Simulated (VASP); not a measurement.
Set up this calculation in VASP 6.6.1, as the native input.

```yaml
Task: G0W0 quasiparticle levels
Functional: r2SCAN
Potentials_or_basis: VASP PAW PBE potentials, release 64 (Mg_GW, S_GW)
Cutoff: 500 eV
k_mesh: 6 × 6 × 6
Occupations: gaussian, width 0.01 eV
Spin: no spin polarisation
Dipole_correction: no
GW_scheme: G0W0
GW_iterations: 1
Cutoff_of_the_response_function: 100
Frequency_points: 96
Empty_bands: 103
Further_INCAR_settings: ALGO = EVGW0; EDIFF = 1e-08; NBANDS = 107
```

Crystal: MgS.

```
Mg S
1.0
     0.00000    2.83088    2.83088
     2.83088    0.00000    2.83088
     2.83088    2.83088    0.00000
Mg S
1 1
Direct
  0.00000 0.00000 0.00000
  0.25000 0.25000 0.25000
```

One way to write it, as run:

POSCAR

```
MgS
1.0
    0.0000000000      2.8308768412      2.8308768412
    2.8308768412      0.0000000000      2.8308768412
    2.8308768412      2.8308768412      0.0000000000
Mg S
1 1
Direct
    0.0000000000      0.0000000000      0.0000000000
    0.2500000000      0.2500000000      0.2500000000
```

INCAR.step1

```
SYSTEM = MgS
  PREC = Accurate
  ENCUT = 500
  EDIFF = 1E-8
  ISMEAR = 0
  SIGMA = 0.01
  LREAL = .FALSE.
  LASPH = .TRUE.
  NELM = 60
  ALGO = Normal
  LWAVE = .TRUE.
  LCHARG = .FALSE.
  METAGGA = R2SCAN
  LMIXTAU = .TRUE.
```

INCAR.step2

```
SYSTEM = MgS
  PREC = Accurate
  ENCUT = 500
  EDIFF = 1E-8
  ISMEAR = 0
  SIGMA = 0.01
  LREAL = .FALSE.
  LASPH = .TRUE.
  NELM = 1
  ALGO = Exact
  LWAVE = .TRUE.
  LCHARG = .FALSE.
  METAGGA = R2SCAN
  LMIXTAU = .TRUE.
  NBANDS = 107
  LOPTICS = .TRUE.
  ISTART = 1
```

INCAR.step3

```
SYSTEM = MgS
  PREC = Accurate
  ENCUT = 500
  EDIFF = 1E-8
  ISMEAR = 0
  SIGMA = 0.01
  LREAL = .FALSE.
  LASPH = .TRUE.
  ALGO = EVGW0
  LWAVE = .FALSE.
  LCHARG = .FALSE.
  METAGGA = R2SCAN
  LMIXTAU = .TRUE.
  NELMGW = 1
  NBANDS = 107
  ENCUTGW = 100.0
  NOMEGA = 96
  PRECFOCK = Fast
  ISTART = 1
  NBANDSGW = 12
  OMEGAMAX = 20
```

KPOINTS

```
regular mesh
0
G
  6 6 6
  0 0 0
```

Potentials or basis: VASP PAW PBE potentials, release 64 (Mg_GW, S_GW).

Launch:

```console
$ cat potpaw_PBE.64/Mg_GW/POTCAR potpaw_PBE.64/S_GW/POTCAR > POTCAR
$ cp INCAR.step1 INCAR
$ mpirun -np 1 vasp_std > vasp.out
$ cp INCAR.step2 INCAR
$ mpirun -np 1 vasp_std > vasp.out
$ cp INCAR.step3 INCAR
$ mpirun -np 1 vasp_std > vasp.out
```

Results of the run:

The quasiparticle gap is 5.37 eV. The least direct quasiparticle gap is 5.37 eV and the band gap of the starting levels on the mesh is 4.14 eV. The least direct gap of the starting levels on the mesh is 4.14 eV.

Caveat: bands, screening cutoff and mesh are small and nothing is extrapolated, so the quasiparticle values aren't converged; the structure was generated, so it needn't be the stable form of MgS.

Wall time 6.7 min on 1 thread of Intel(R) Xeon(R) 6975P-C (Granite Rapids), on a shared host, peak memory 0.73 GiB.
